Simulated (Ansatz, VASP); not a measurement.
# SnO2 in VASP and in Ansatz

```
Sn O
1.0
     4.82742    0.00000    0.00000
     0.00000    4.82742    0.00000
     0.00000    0.00000    3.23811
Sn O
2 4
Cartesian
  0.0000 0.0000 0.0000
  2.4137 2.4137 1.6191
  1.4800 1.4800 0.0000
  0.9337 3.8937 1.6191
  3.8937 0.9337 1.6191
  3.3474 3.3474 0.0000
```

Alike in both runs: task single point; functional PBE; k mesh 4 × 4 × 6; no spin polarisation.

|  | VASP | Ansatz |
| --- | --- | --- |
| version | VASP 6.6.1 | Ansatz 0.2.0 |
| potentials or method | VASP PAW PBE potentials, release 64 (Sn_d, O) | plane waves, PAW |
| plane-wave cutoff (eV) | 520 | 420 |
| occupations | gaussian, width 0.01 eV | fixed |
| valence electrons in the cell | 52 | 52 |

Ansatz gave:

```
gap on the k mesh at the Fermi level (eV)                     : 0.68
pressure (GPa)                                                : 0.0
traceless stress, the component that is largest in VASP (GPa) : -0.01
rms of the force components (eV/Å)                            : 0.000
```

Q: What did VASP give for the same quantities?

A: gap on the k mesh at the Fermi level (eV): 0.67; pressure (GPa): 0.6; traceless stress, the component that is largest in VASP (GPa): 0.18; rms of the force components (eV/Å): 0.008.

Atom by atom the forces differ by 0.008 eV/Å (rms over components).
